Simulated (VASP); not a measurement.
# PbF2 (Fluorocronite) (Immm) in VASP: settings compared

PbF2 (Fluorocronite) is run at these levels: PBE, r2SCAN; tasks: single point.

All numbers are computed with VASP 6.6.1; they aren't measurements. Logs are shortened: lines on timing, memory, paths and dates and some standing lists are left out, and cuts for length are marked.

## 1. The cell of the first run

It takes space group Immm (No. 71, orthorhombic). Conventional cell: a = 4.104 Å, b = 4.228 Å, c = 5.892 Å, α = 90.00°, β = 90.00°, γ = 90.00°. Within 3.3 Å of Pb (site symmetry mmm) lie 8 F at 2.54 to 2.56 Å. F (site symmetry mm2) has 4 Pb at 2.54 to 2.56 Å and 6 F at 2.90 to 2.99 Å within 3.3 Å.

## 2. Single point, PBE (shear xy strain +3.0%)

Contents of INCAR:

```
SYSTEM = PbF2
  ALGO = Normal
  EDIFF = 1E-6
  ENCUT = 600
  GGA = PE
  GGA_COMPAT = .False.
  ISIF = 2
  ISMEAR = -1
  LASPH = .True.
  LCHARG = .True.
  LELF = .True.
  LREAL = .False.
  LVHAR = .True.
  LWAVE = .False.
  NBANDS = 21
  NELM = 120
  PREC = Accurate
  SIGMA = 0.02
```

Contents of KPOINTS:

```
k-points
0
Gamma
  8 8 8
  0 0 0
```

Contents of POSCAR:

```
PbF2
1.0
    0.0438925434      2.9458082813      2.9458082813
    2.9458082813      0.0438925434      2.9458082813
    2.9897008247      2.9897008247      0.0000000000
Pb F
1 2
Direct
    0.0000000000      0.0000000000      0.0000000000
    0.2465341107      0.2465341107      0.2534658893
    0.7534658893      0.7534658893      0.7465341107
```

Potentials or basis: VASP PAW PBE potentials, release 64 (Pb_d, F).

On the command line:

```sh
cat potpaw_PBE.64/Pb_d/POTCAR potpaw_PBE.64/F/POTCAR > POTCAR
mpirun -np 1 vasp_std > vasp.out
```

OUTCAR:

```text
SYSTEM = PbF2
   EDIFF = 1E-6
   ENCUT = 600
   GGA = PE
   ISIF = 2
   ISMEAR = -1
   LASPH = .True.
   LREAL = .False.
   NELM = 120
   PREC = Accurate

 ion  position               nearest neighbor table
   1  0.000  0.000  0.000-   3 2.54   3 2.54   2 2.54   2 2.54   3 2.56   2 2.56   3 2.56   2 2.56

   2  0.247  0.247  0.253-   1 2.54   1 2.54   1 2.56   1 2.56
   3  0.753  0.753  0.747-   1 2.54   1 2.54   1 2.56   1 2.56

  LATTYP: Found a body centered orthorhombic cell.
 ALAT       =     4.1039285934
 B/A-ratio  =     1.0302507360
 C/A-ratio  =     1.4356040629

  Lattice vectors:

 A1 = (   2.9458082813,   0.0438925434,  -2.9458082813)
 A2 = (  -2.9458082813,  -0.0438925434,  -2.9458082813)
 A3 = (   0.0438925434,   2.9458082813,   2.9458082813)

Analysis of symmetry for initial positions (statically):
=====================================================================
 Subroutine PRICEL returns:
 Original cell was already a primitive cell.

 Routine SETGRP: Setting up the symmetry group for a
 body centered orthorhombic supercell.

 Subroutine GETGRP returns: Found  8 space group operations
 (whereof  8 operations were pure point group operations)
 out of a pool of  8 trial point group operations.

The static configuration has the point symmetry D_2h.

Analysis of symmetry for dynamics (positions and initial velocities):
=====================================================================
 Subroutine PRICEL returns:
 Original cell was already a primitive cell.

 Routine SETGRP: Setting up the symmetry group for a
 body centered orthorhombic supercell.

 Subroutine GETGRP returns: Found  8 space group operations
 (whereof  8 operations were pure point group operations)
 out of a pool of  8 trial point group operations.

The dynamic configuration has the point symmetry D_2h.

 Subroutine INISYM returns: Found  8 space group operations
 (whereof  8 operations are pure point group operations),
 and found     1 'primitive' translations

----------------------------------------------------------------------------------------

                                     Primitive cell

  volume of cell :      51.1148

[... 77 lines left out ...]
   ions per type =               1   2
   NGX,Y,Z   is equivalent  to a cutoff of  14.37, 14.37, 14.16 a.u.
   NGXF,Y,Z  is equivalent  to a cutoff of  28.73, 28.73, 28.31 a.u.
 SYSTEM =  PbF2
   PREC   = accura    normal or accurate (medium, high low for compatibility)
   ISTART =      0    job   : 0-new  1-cont  2-samecut
   ICHARG =      2    charge: 1-file 2-atom 10-const
   ISPIN  =      1    spin polarized calculation?
   LNONCOLLINEAR =      F non collinear calculations
   LSORBIT =      F    spin-orbit coupling
   LASPH  =      T    aspherical Exc in radial PAW
   ENCUT  =  600.0 eV  44.10 Ry    6.64 a.u.   8.32  8.32  8.44*2*pi/ulx,y,z
   NELM   =    120;   NELMIN=  2; NELMDL= -5     # of ELM steps
   EDIFF  = 0.1E-05   stopping-criterion for ELM
   LREAL  =      F    real-space projection
   EDIFFG = 0.1E-04   stopping-criterion for IOM
   NSW    =      0    number of steps for IOM
   IBRION =     -1    ionic relax: 0-MD 1-quasi-New 2-CG
   NFREE  =      0    steps in history (QN), initial steepest desc. (CG)
   ISIF   =      2    stress and relaxation
   ISYM   =      2    0-nonsym 1-usesym 2-fastsym
   POTIM  = 0.5000    time-step for ionic-motion
   TEBEG  =    0.0;   TEEND  =   0.0 temperature during run
   PSTRESS=    0.0 pullay stress
   NELECT =      28.0000    total number of electrons
   NUPDOWN=      -1.0000    fix difference up-down
   EMIN   =  10.00;   EMAX   =-10.00  energy-range for DOS
   EFERMI =   0.00;   METHOD = LEGACY
   ISMEAR =    -1;   SIGMA  =   0.02  broadening in eV -4-tet -1-fermi 0-gaus
   EFERMI_NEDOS =   21; number of points for ismear=-14 and -15
   IALGO  =     38    algorithm
   IMIX   =      4    mixing-type and parameters
     AMIX     =   0.40;   BMIX     =  1.00
     AMIX_MAG =   1.60;   BMIX_MAG =  1.00
  volume/ion in A,a.u.               =      17.04       114.98
  Fermi-wavevector in a.u.,A,eV,Ry     =   1.339508  2.531302 24.412669  1.794281
  Thomas-Fermi vector in A             =   2.467894
   LORBIT       =      0    0 simple, 1 ext, 2 COOP (PROOUT), +10 PAW based schemes
   GGA     = PE    functional components
   LHFCALC =     F    Hartree Fock is set to
   AEXX    =    0.0000 exact exchange contribution
   IVDW    =     0    specifies the selected vdW correction
   LEPSILON=     F    determine dielectric tensor
   LRPA    =     F    only Hartree local field effects (RPA)
 non-spin polarized calculation
  energy-cutoff  :      600.00
  volume of cell :       51.11
 maximum number of plane-waves:      1732
 NGX is ok and might be reduce to    36
   NGX = 17   NGY = 17   NGZ = 17

 number of electron      28.0000002 magnetization

 Free energy of the ion-electron system (eV)
  ---------------------------------------------------
  ext. energy  EPLUGINS =         0.00000000
  ---------------------------------------------------
  free energy    TOTEN  =       -14.31364899 eV

  energy without entropy =      -14.31364899  energy(sigma->0) =      -14.31364899

 E-fermi :   2.6350     XC(G=0):  -9.4985

 val. band max:        2.1179573278   @ k =  -0.2500   0.2500   0.5000
 cond. band min:       6.5251617576   @ k =   0.5000  -0.0000   0.5000
 fundamental gap:      4.4072044298
 Fermi energy:         2.6350433623

 k-point     1 :       0.0000    0.0000    0.0000
  band No.  band energies     occupation
      1     -19.1328      2.00000
      2     -18.4806      2.00000
      3     -12.3464      2.00000
      4     -12.3463      2.00000
      5     -12.3434      2.00000
      6     -12.2806      2.00000
[... 565 lines left out ...]
     20      17.1549      0.00000
     21      18.6908      0.00000

 [... further k-points ...]
[... 5 lines left out ...]
  --------------------------------------------------------------------------------------
  -------------------------------------------------------------------------------------
  Total        1.2573066      1.2573066      1.2663890     -0.2159759      0.0000000      0.0000000
  in kB       39.4098488     39.4098488     39.6945343     -6.7696929      0.0000000      0.0000000
  external PRESSURE =      39.5047440 kB  Pullay stress =       0.0000000 kB

 VOLUME and BASIS-vectors are now :
 -----------------------------------------------------------------------------
  energy-cutoff  :      600.00
  volume of cell :       51.11
      direct lattice vectors                 reciprocal lattice vectors
     0.043892543  2.945808281  2.945808281    -0.172299972  0.172299972  0.169732702
     2.945808281  0.043892543  2.945808281     0.172299972 -0.172299972  0.169732702
     2.989700825  2.989700825  0.000000000     0.167240814  0.167240814 -0.169732702

 POSITION                                       TOTAL-FORCE (eV/Angst)
 -----------------------------------------------------------------------------------
      0.00000      0.00000      0.00000         0.000000      0.000000     -0.000000
      1.49485      1.49485      1.45248        -0.000000     -0.000000     -0.004737
      4.48455      4.48455      4.43913         0.000000      0.000000      0.004737
 -----------------------------------------------------------------------------------
    total drift:                                0.000000      0.000000      0.000000

  FREE ENERGIE OF THE ION-ELECTRON SYSTEM (eV)
  ---------------------------------------------------
  free  energy   TOTEN  =       -14.3136489871 eV

  energy  without entropy=      -14.3136489871  energy(sigma->0) =      -14.31364899
```

stdout:

```text
POSCAR found type information on POSCAR PbF
 POSCAR found :  2 types and       3 ions
 scaLAPACK will be used
 LDA part: xc-table for (Slater+PW92), standard interpolation
 POSCAR, INCAR and KPOINTS ok, starting setup
 FFT: planning ... GRIDC
 FFT: planning ... GRID_SOFT
 FFT: planning ... GRID
 WAVECAR not read
 entering main loop
```

Wall time 63 s (1 thread of Intel Xeon Platinum 8559C (Emerald Rapids), shared host); peak memory 0.28 GiB.

Results:

```yaml
Free_energy: -14.3136 eV
Pressure: 4.0 GPa
Largest_force: 0.005 eV/Å
Band_gap_on_the_k_mesh: 4.41 eV, indirect (least direct gap 4.56 eV)
```

Forces on the atoms (eV/Å):
```
Pb   0.000  0.000  0.000
F    0.000  0.000 -0.005
F    0.000  0.000  0.005
```

Stress tensor (GPa, compression positive):
```
 3.94 -0.68  0.00
-0.68  3.94  0.00
 0.00  0.00  3.97
```

Caveat: the cell differs from its parent crystal (shear xy strain +3.0%); spin-orbit coupling is left out, which moves the levels of the heavy elements.

## 3. Single point, r2SCAN (shear xy strain +3.0%)

POSCAR is that of step 2.

Contents of INCAR.step1:

```
SYSTEM = PbF2
PREC = Accurate
ENCUT = 660
ISMEAR = 0
SIGMA = 0.01
LREAL = .False.
LASPH = .True.
NELM = 120
NBANDS = 21
GGA = PE
ALGO = Normal
EDIFF = 1E-5
LWAVE = .True.
LCHARG = .False.
GGA_COMPAT = .False.
```

Contents of INCAR.step2:

```
SYSTEM = PbF2
PREC = Accurate
ENCUT = 660
EDIFF = 1E-6
ISMEAR = 0
SIGMA = 0.01
LREAL = .False.
LASPH = .True.
NELM = 120
ALGO = Normal
ISIF = 2
LWAVE = .False.
LCHARG = .False.
METAGGA = R2SCAN
LMIXTAU = .True.
NBANDS = 21
ISTART = 1
GGA_COMPAT = .False.
```

Contents of KPOINTS:

```
regular mesh
0
Gamma
  8 8 8
  0 0 0
```

Potentials or basis: VASP PAW PBE potentials, release 64 (Pb_d, F).

On the command line:

```sh
cat potpaw_PBE.64/Pb_d/POTCAR potpaw_PBE.64/F/POTCAR > POTCAR
cp INCAR.step1 INCAR
mpirun -np 1 vasp_std > vasp.out
cp INCAR.step2 INCAR
mpirun -np 1 vasp_std > vasp.out
```

Wall time 4.2 min (1 thread of Intel Xeon Platinum 8559C (Emerald Rapids), shared host); peak memory 0.3 GiB.

The run converged. Its results:

| Item | Value |
| --- | --- |
| Free energy | -70.1619 eV |
| Pressure | 1.1 GPa |
| Band gap on the k mesh | 4.92 eV, indirect (least direct gap 5.07 eV) |

Stress tensor (GPa, compression positive):
```
 1.06 -0.72  0.00
-0.72  1.06  0.00
 0.00  0.00  1.09
```

Levels at points of the mesh, in eV from the valence-band top:
```csv
k point,band 10,band 11,band 12,band 13,band 14,band 15,band 16,band 17,band 18,band 19
"(0.00, 0.00, 0.00)",-2.77,-2.75,-2.29,-2.27,-2.25,7.17,7.32,7.47,10.73,15.94
"(0.50, 0.00, 0.00)",-2.99,-2.95,-2.48,-2.45,-0.08,5.42,8.22,8.29,13.45,14.08
"(0.50, 0.50, 0.00)",-3.81,-1.85,-1.84,-1.83,-0.15,4.93,8.38,8.65,9.03,15.12
"(0.00, 0.00, 0.50)",-2.99,-2.95,-2.44,-2.41,-0.07,5.31,8.30,8.38,13.51,14.20
"(0.50, 0.00, 0.50)",-3.86,-1.85,-1.84,-1.84,-0.15,4.92,8.50,8.52,9.04,15.11
```

Caveat: the cell differs from its parent crystal (shear xy strain +3.0%); the PAW data sets were made with another functional, which shifts forces and pressure a little; spin-orbit coupling is left out, which moves the levels of the heavy elements. A k mesh can miss the band edges.
